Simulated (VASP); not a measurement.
# Ge (Cmmm) in VASP: notebook

Runs on Ge. Level: r2SCAN. Tasks: single point.

Program: VASP 6.6.1. These are calculated values, not measurements. Logs are shortened: lines on timing, memory, paths and dates and some standing lists are left out, and cuts for length are marked.

**1. The cell of the first run**

The structure is orthorhombic, space group Cmmm (No. 65). Conventional cell: a = 2.950 Å, b = 5.491 Å, c = 2.421 Å, α = 90.00°, β = 90.00°, γ = 90.00°. Ge (site symmetry mmm) has 8 Ge at 2.42 to 3.12 Å within 3.2 Å.

**2. Single point, r2SCAN**

File POSCAR:

```
Ge
1.0
    1.4749243616     -2.7452794234      0.0000000000
    1.4749243616      2.7452794234      0.0000000000
    0.0000000000      0.0000000000      2.4211688516
Ge
1
Direct
    0.5000000000      0.5000000000      0.0000000000
```

File INCAR.step1:

```
SYSTEM = Ge
ALGO = Normal
EDIFF = 1E-4
ENCUT = 520
GGA = PE
ISMEAR = 0
LASPH = .TRUE.
LCHARG = .FALSE.
LREAL = .FALSE.
LWAVE = .TRUE.
NBANDS = 13
NELM = 100
PREC = Accurate
SIGMA = 0.15
```

File INCAR.step2:

```
SYSTEM = Ge
ALGO = Normal
EDIFF = 1E-7
ENCUT = 520
ISIF = 2
ISMEAR = 0
ISTART = 1
LASPH = .TRUE.
LCHARG = .FALSE.
LMIXTAU = .TRUE.
LREAL = .FALSE.
LWAVE = .FALSE.
METAGGA = R2SCAN
NBANDS = 13
NELM = 100
PREC = Accurate
SIGMA = 0.15
```

File KPOINTS:

```
k-points
0
G
  22 22 20
  0 0 0
```

Potentials or basis: VASP PAW PBE potentials, release 64 (Ge_d).

The run is started by

```
$ cat potpaw_PBE.64/Ge_d/POTCAR > POTCAR
$ cp INCAR.step1 INCAR
$ mpirun -np 1 vasp_std > vasp.out
$ cp INCAR.step2 INCAR
$ mpirun -np 1 vasp_std > vasp.out
```

OUTCAR:

```text
SYSTEM = Ge
   EDIFF = 1E-7
   ENCUT = 520
   ISIF = 2
   ISMEAR = 0
   ISTART = 1
   LASPH = .TRUE.
   LREAL = .FALSE.
   METAGGA = R2SCAN
   NELM = 100
   PREC = Accurate

 ion  position               nearest neighbor table
   1  0.500  0.500  0.000-

  LATTYP: Found a base centered orthorhombic cell.
 ALAT       =     2.9498487232
 B/A-ratio  =     1.8613018368
 C/A-ratio  =     0.8207772936

  Lattice vectors:

 A1 = (   1.4749243616,  -2.7452794234,   0.0000000000)
 A2 = (   1.4749243616,   2.7452794234,   0.0000000000)
 A3 = (   0.0000000000,   0.0000000000,   2.4211688516)

Analysis of symmetry for initial positions (statically):
=====================================================================
 Subroutine PRICEL returns:
 Original cell was already a primitive cell.

 Routine SETGRP: Setting up the symmetry group for a
 base centered orthorhombic supercell.

 Subroutine GETGRP returns: Found  8 space group operations
 (whereof  8 operations were pure point group operations)
 out of a pool of  8 trial point group operations.

The static configuration has the point symmetry D_2h.

Analysis of symmetry for dynamics (positions and initial velocities):
=====================================================================
 Subroutine PRICEL returns:
 Original cell was already a primitive cell.

 Routine SETGRP: Setting up the symmetry group for a
 base centered orthorhombic supercell.

 Subroutine GETGRP returns: Found  8 space group operations
 (whereof  8 operations were pure point group operations)
 out of a pool of  8 trial point group operations.

The dynamic configuration has the point symmetry D_2h.

 Subroutine INISYM returns: Found  8 space group operations
 (whereof  8 operations are pure point group operations),
 and found     1 'primitive' translations

----------------------------------------------------------------------------------------

                                     Primitive cell

  volume of cell :      19.6070

  direct lattice vectors                    reciprocal lattice vectors
     1.474924362 -2.745279423  0.000000000     0.339000435 -0.182130823  0.000000000
     1.474924362  2.745279423  0.000000000     0.339000435  0.182130823  0.000000000
     0.000000000  0.000000000  2.421168852     0.000000000  0.000000000  0.413023652

  length of vectors
     3.116401929  3.116401929  2.421168852     0.384828444  0.384828444  0.413023652

  position of ions in fractional coordinates (direct lattice)
     0.500000000  0.500000000  0.000000000

  ion indices of the primitive-cell ions
   primitive index   ion index
                 1           1

----------------------------------------------------------------------------------------

 KPOINTS: k-points

Automatic generation of k-mesh.
 Grid dimensions read from file:
 generate k-points for:   22   22   20

 Generating k-lattice:

  Cartesian coordinates                     Fractional coordinates (reciprocal lattice)
     0.015409111 -0.008278674  0.000000000     0.045454545 -0.000000000  0.000000000
     0.015409111  0.008278674  0.000000000    -0.000000000  0.045454545  0.000000000
     0.000000000  0.000000000  0.020651183     0.000000000  0.000000000  0.050000000

  Length of vectors
     0.017492202  0.017492202  0.020651183

  Shift w.r.t. Gamma in fractional coordinates (k-lattice)
     0.000000000  0.000000000  0.000000000

 Subroutine IBZKPT returns following result:
 ===========================================

 Found   1463 irreducible k-points:

 Following reciprocal coordinates:
            Coordinates               Weight
  0.000000  0.000000  0.000000      1.000000
  0.045455 -0.000000  0.000000      4.000000
  0.090909 -0.000000  0.000000      4.000000
  0.136364  0.000000  0.000000      4.000000
  0.181818  0.000000  0.000000      4.000000
  0.227273 -0.000000  0.000000      4.000000
[... 16 lines left out ...]
  0.500000  0.045455  0.000000      4.000000
 -0.454545  0.045455  0.000000      4.000000
 [... further k-points ...]
   k-points           NKPTS =   1463   k-points in BZ     NKDIM =   1463   number of bands    NBANDS=     13
   number of dos      NEDOS =    301   number of ions     NIONS =      1
   total plane-waves  NPLWV =  10368
   dimension x,y,z NGX =    24 NGY =   24 NGZ =   18
   dimension x,y,z NGXF=    48 NGYF=   48 NGZF=   36
   ions per type =               1
   NGX,Y,Z   is equivalent  to a cutoff of  12.80, 12.80, 12.36 a.u.
   NGXF,Y,Z  is equivalent  to a cutoff of  25.61, 25.61, 24.72 a.u.
 SYSTEM =  Ge
   PREC   = accura    normal or accurate (medium, high low for compatibility)
   ISTART =      1    job   : 0-new  1-cont  2-samecut
   ICHARG =      0    charge: 1-file 2-atom 10-const
   ISPIN  =      1    spin polarized calculation?
   LNONCOLLINEAR =      F non collinear calculations
   LSORBIT =      F    spin-orbit coupling
   LASPH  =      T    aspherical Exc in radial PAW
   ENCUT  =  520.0 eV  38.22 Ry    6.18 a.u.   5.79  5.79  4.50*2*pi/ulx,y,z
   NELM   =    100;   NELMIN=  2; NELMDL=  0     # of ELM steps
   EDIFF  = 0.1E-06   stopping-criterion for ELM
   LREAL  =      F    real-space projection
   EDIFFG = 0.1E-05   stopping-criterion for IOM
   NSW    =      0    number of steps for IOM
   IBRION =     -1    ionic relax: 0-MD 1-quasi-New 2-CG
   NFREE  =      0    steps in history (QN), initial steepest desc. (CG)
   ISIF   =      2    stress and relaxation
   ISYM   =      2    0-nonsym 1-usesym 2-fastsym
   POTIM  = 0.5000    time-step for ionic-motion
   TEBEG  =    0.0;   TEEND  =   0.0 temperature during run
   PSTRESS=    0.0 pullay stress
   NELECT =      14.0000    total number of electrons
   NUPDOWN=      -1.0000    fix difference up-down
   EMIN   =  10.00;   EMAX   =-10.00  energy-range for DOS
   EFERMI =   0.00;   METHOD = LEGACY
   ISMEAR =     0;   SIGMA  =   0.15  broadening in eV -4-tet -1-fermi 0-gaus
   EFERMI_NEDOS =   21; number of points for ismear=-14 and -15
   IALGO  =     38    algorithm
   IMIX   =      4    mixing-type and parameters
     AMIX     =   0.40;   BMIX     =  1.00
     AMIX_MAG =   1.60;   BMIX_MAG =  1.00
  volume/ion in A,a.u.               =      19.61       132.31
  Fermi-wavevector in a.u.,A,eV,Ry     =   1.463234  2.765111 29.130796  2.141053
  Thomas-Fermi vector in A             =   2.579353
   LORBIT       =      0    0 simple, 1 ext, 2 COOP (PROOUT), +10 PAW based schemes
   METAGGA = R2SCAN    functional components
   LHFCALC =     F    Hartree Fock is set to
   AEXX    =    0.0000 exact exchange contribution
   IVDW    =     0    specifies the selected vdW correction
   LEPSILON=     F    determine dielectric tensor
   LRPA    =     F    only Hartree local field effects (RPA)
 non-spin polarized calculation
 Gauss-broadening in eV      SIGMA  =   0.15
  energy-cutoff  :      520.00
  volume of cell :       19.61
 maximum number of plane-waves:       543
   NGX = 11   NGY = 11   NGZ =  9

 number of electron      13.9999998 magnetization

 Free energy of the ion-electron system (eV)
  ---------------------------------------------------
  ext. energy  EPLUGINS =         0.00000000
  ---------------------------------------------------
  free energy    TOTEN  =       -13.29690631 eV

  energy without entropy =      -13.29255723  energy(sigma->0) =      -13.29473177

 E-fermi :   6.1568     XC(G=0): -12.0534

 val. band max:        6.1537889897   @ k =   0.0909  -0.0000   0.3000
 cond. band min:       6.1606580970   @ k =   0.2727   0.0455   0.3000
 fundamental gap:      0.0068691073
 Fermi energy:         6.1567523473

 k-point     1 :       0.0000    0.0000    0.0000
  band No.  band energies     occupation
      1     -19.6442      2.00000
      2     -19.3908      2.00000
      3     -19.3553      2.00000
      4     -19.2048      2.00000
      5     -19.1898      2.00000
      6      -7.5267      2.00000
      7      11.1217      0.00000
      8      12.4098      0.00000
      9      16.2686      0.00000
     10      18.0016      0.00000
     11      18.1797      0.00000
     12      19.8020      0.00000
     13      20.9272      0.00000

 k-point     2 :       0.0455   -0.0000    0.0000
  band No.  band energies     occupation
      1     -19.6435      2.00000
      2     -19.3892      2.00000
      3     -19.3555      2.00000
      4     -19.2050      2.00000
      5     -19.1903      2.00000
      6      -7.4810      2.00000
      7      10.9513      0.00000
      8      11.9894      0.00000
      9      16.4851      0.00000
     10      18.0447      0.00000
     11      18.4222      0.00000
     12      19.0701      0.00000
     13      22.0293      0.00000

 k-point     3 :       0.0909   -0.0000    0.0000
  band No.  band energies     occupation
      1     -19.6415      2.00000
      2     -19.3845      2.00000
      3     -19.3559      2.00000
      4     -19.2055      2.00000
      5     -19.1918      2.00000
      6      -7.3439      2.00000
      7      10.3597      0.00000
      8      11.1620      0.00000
      9      16.6106      0.00000
     10      18.1734      0.00000
     11      18.3256      0.00000
     12      19.4513      0.00000
     13      23.6142      0.00000
[... 305 lines left out ...]
 k-point    23 :       0.5000    0.0455    0.0000
  band No.  band energies     occupation
      1     -19.6142      2.00000
      2     -19.3815      2.00000
      3     -19.2913      2.00000
      4     -19.2195      2.00000
      5     -19.2079      2.00000
      6      -3.4200      2.00000
      7       0.5192      2.00000
      8       7.6382      0.00000
      9      13.0907      0.00000
     10      21.1825      0.00000
     11      26.5689      0.00000
     12      28.1578      0.00000
     13      28.6101      0.00000

 k-point    24 :      -0.4545    0.0455    0.0000
  band No.  band energies     occupation
      1     -19.6154      2.00000
      2     -19.3805      2.00000
      3     -19.2958      2.00000
      4     -19.2185      2.00000
      5     -19.2074      2.00000
      6      -3.8482      2.00000
      7       1.1357      2.00000
      8       7.6713      0.00000
      9      13.2573      0.00000
     10      20.9539      0.00000
     11      25.8791      0.00000
     12      28.7070      0.00000
     13      29.0202      0.00000

 [... further k-points ...]

------------------------ aborting loop because EDIFF is reached ----------------------------------------

  FORCE on cell =-STRESS in cart. coord.  units (eV):
  Direction    XX          YY          ZZ          XY          YZ          ZX
  --------------------------------------------------------------------------------------
  -------------------------------------------------------------------------------------
  Total       -1.0752483     -1.1016829      2.3933709      0.0000000      0.0000000      0.0000000
  in kB      -87.8633940    -90.0234794    195.5731416      0.0000000      0.0000000      0.0000000
  external PRESSURE =       5.8954227 kB  Pullay stress =       0.0000000 kB

 VOLUME and BASIS-vectors are now :
 -----------------------------------------------------------------------------
  energy-cutoff  :      520.00
  volume of cell :       19.61
      direct lattice vectors                 reciprocal lattice vectors
     1.474924362 -2.745279423  0.000000000     0.339000435 -0.182130823  0.000000000
     1.474924362  2.745279423  0.000000000     0.339000435  0.182130823  0.000000000
     0.000000000  0.000000000  2.421168852     0.000000000  0.000000000  0.413023652

 POSITION                                       TOTAL-FORCE (eV/Angst)
 -----------------------------------------------------------------------------------
      1.47492      0.00000      0.00000         0.000000      0.000000      0.000000
 -----------------------------------------------------------------------------------
    total drift:                               -0.000000     -0.000000     -0.000000

  FREE ENERGIE OF THE ION-ELECTRON SYSTEM (eV)
  ---------------------------------------------------
  free  energy   TOTEN  =       -13.2969063077 eV

  energy  without entropy=      -13.2925572294  energy(sigma->0) =      -13.29473177
```

Run time: 18 min. Hardware: 1 thread of Intel Xeon 8259CL, shared host; peak memory 0.43 GiB.

What came out:

* Free energy: -13.2969 eV
* Pressure: 0.6 GPa
* Band gap on the k mesh: zero (bands 7 and 8 overlap by 9.13 eV)

Levels at points of the mesh, in eV from the Fermi level:
| k point | band 5 | band 6 | band 7 | band 8 | band 9 | band 10 |
| --- | --- | --- | --- | --- | --- | --- |
| (0.00, 0.00, 0.00) | -25.35 | -13.68 | 4.96 | 6.25 | 10.11 | 11.84 |
| (0.50, 0.00, 0.00) | -25.36 | -9.52 | -5.78 | 1.88 | 6.44 | 15.05 |
| (0.50, 0.50, 0.00) | -25.35 | -10.26 | -5.92 | 3.46 | 7.91 | 14.46 |
| (0.00, 0.00, 0.50) | -25.29 | -7.60 | -6.00 | 9.78 | 11.09 | 15.11 |
| (0.50, 0.00, 0.50) | -25.22 | -2.99 | -2.74 | -0.97 | 4.36 | 6.66 |
| (0.50, 0.50, 0.50) | -25.24 | -3.63 | -3.51 | -1.07 | 4.09 | 8.27 |

Caveat: the stress differs along the axes, from -9 to 20 GPa; the PAW data sets were made with another functional, which shifts forces and pressure a little.

**3. Single point, r2SCAN**

This run uses another cell than the first one, of the same volume but with other edges.

File POSCAR:

```
Ge
1.0
    1.4162904060     -2.6361439341      0.0000000000
    1.4162904060      2.6361439341      0.0000000000
    0.0000000000      0.0000000000      2.6257897556
Ge
1
Direct
    0.5000000000      0.5000000000      0.0000000000
```

File INCAR.step1:

```
SYSTEM = Ge
PREC     = Accurate       ! precision mode
ENCUT    = 520            ! plane-wave cutoff, eV
ISMEAR   = 0              ! smearing method
SIGMA    = 0.15           ! smearing width, eV
LREAL    = .False.        ! projectors in reciprocal space
LASPH    = .True.         ! aspherical terms in the spheres
NELM     = 60             ! most SCF steps
NBANDS   = 13             ! bands
GGA      = PE             ! functional
ALGO     = Normal         ! electronic algorithm
EDIFF    = 1E-4           ! SCF threshold, eV
LWAVE    = .True.         ! write WAVECAR
LCHARG   = .False.        ! write CHGCAR
```

File INCAR.step2:

```
SYSTEM = Ge
PREC     = Accurate       ! precision mode
ENCUT    = 520            ! plane-wave cutoff, eV
EDIFF    = 1E-6           ! SCF threshold, eV
ISMEAR   = 0              ! smearing method
SIGMA    = 0.15           ! smearing width, eV
LREAL    = .False.        ! projectors in reciprocal space
LASPH    = .True.         ! aspherical terms in the spheres
NELM     = 60             ! most SCF steps
ALGO     = Normal         ! electronic algorithm
ISIF     = 2              ! what is computed and relaxed
LWAVE    = .False.        ! write WAVECAR
LCHARG   = .False.        ! write CHGCAR
METAGGA  = R2SCAN         ! meta-GGA
LMIXTAU  = .True.       
NBANDS   = 13             ! bands
ISTART   = 1
```

File KPOINTS:

```
regular mesh
0
Gamma
  22 22 20
  0 0 0
```

Potentials or basis: VASP PAW PBE potentials, release 64 (Ge_d).

The run is started by

```
$ cat potpaw_PBE.64/Ge_d/POTCAR > POTCAR
$ cp INCAR.step1 INCAR
$ mpirun -np 1 vasp_std > vasp.out
$ cp INCAR.step2 INCAR
$ mpirun -np 1 vasp_std > vasp.out
```

OUTCAR:

```text
SYSTEM = Ge
   PREC = Accurate
   ENCUT = 520
   EDIFF = 1E-6
   ISMEAR = 0
   LREAL = .False.
   LASPH = .True.
   NELM = 60
   ISIF = 2
   METAGGA = R2SCAN
   ISTART = 1

 ion  position               nearest neighbor table
   1  0.500  0.500  0.000-

  LATTYP: Found a base centered orthorhombic cell.
 ALAT       =     2.8325808120
 B/A-ratio  =     1.8613018368
 C/A-ratio  =     0.9269955316

  Lattice vectors:

 A1 = (   1.4162904060,  -2.6361439341,   0.0000000000)
[... 564 lines left out ...]
     13      26.1825      0.00000

 [... further k-points ...]

------------------------ aborting loop because EDIFF is reached ----------------------------------------

  FORCE on cell =-STRESS in cart. coord.  units (eV):
  Direction    XX          YY          ZZ          XY          YZ          ZX
  --------------------------------------------------------------------------------------
  -------------------------------------------------------------------------------------
  Total       -0.5162377     -0.6994735      0.0640618      0.0000000      0.0000000      0.0000000
  in kB      -42.1841127    -57.1571395      5.2347791      0.0000000      0.0000000      0.0000000
  external PRESSURE =     -31.3688244 kB  Pullay stress =       0.0000000 kB

 VOLUME and BASIS-vectors are now :
 -----------------------------------------------------------------------------
  energy-cutoff  :      520.00
  volume of cell :       19.61
      direct lattice vectors                 reciprocal lattice vectors
     1.416290406 -2.636143934  0.000000000     0.353034941 -0.189670979  0.000000000
     1.416290406  2.636143934  0.000000000     0.353034941  0.189670979  0.000000000
     0.000000000  0.000000000  2.625789756     0.000000000  0.000000000  0.380837802

 POSITION                                       TOTAL-FORCE (eV/Angst)
 -----------------------------------------------------------------------------------
      1.41629      0.00000      0.00000        -0.000000      0.000000      0.000000
 -----------------------------------------------------------------------------------
    total drift:                               -0.000000     -0.000000     -0.000000

  FREE ENERGIE OF THE ION-ELECTRON SYSTEM (eV)
  ---------------------------------------------------
  free  energy   TOTEN  =       -13.4697440806 eV

  energy  without entropy=      -13.4652508766  energy(sigma->0) =      -13.46749748
```

OSZICAR.step1:

```text
N       E                     dE             d eps       ncg     rms          rms(c)
DAV:   1     0.632870412951E+02    0.63287E+02   -0.71197E+03 40915   0.293E+03
DAV:   2     0.130900451532E+01   -0.61978E+02   -0.59209E+02 40663   0.410E+02
DAV:   3    -0.418940142793E+01   -0.54984E+01   -0.54753E+01 43491   0.715E+01
DAV:   4    -0.426876634167E+01   -0.79365E-01   -0.79355E-01 43553   0.933E+00
DAV:   5    -0.426959242699E+01   -0.82609E-03   -0.82608E-03 44508   0.106E+00    0.135E+00
DAV:   6    -0.426230044517E+01    0.72920E-02   -0.69936E-03 48013   0.188E+00    0.766E-01
DAV:   7    -0.425960946165E+01    0.26910E-02   -0.59829E-03 49850   0.147E+00    0.729E-02
DAV:   8    -0.425955022846E+01    0.59233E-04   -0.70493E-04 45838   0.576E-01
   1 F= -.42595502E+01 E0= -.42570558E+01  d E =-.498894E-02
```

Run time: 12 min. Hardware: 1 thread of Intel Xeon 8259CL, shared host; peak memory 0.43 GiB.

What came out:

* Free energy: -13.4697 eV
* Pressure: -3.1 GPa
* Band gap on the k mesh: zero (bands 7 and 8 overlap by 10.05 eV)

Caveat: the stress differs along the axes, from -6 to 1 GPa; the PAW data sets were made with another functional, which shifts forces and pressure a little.
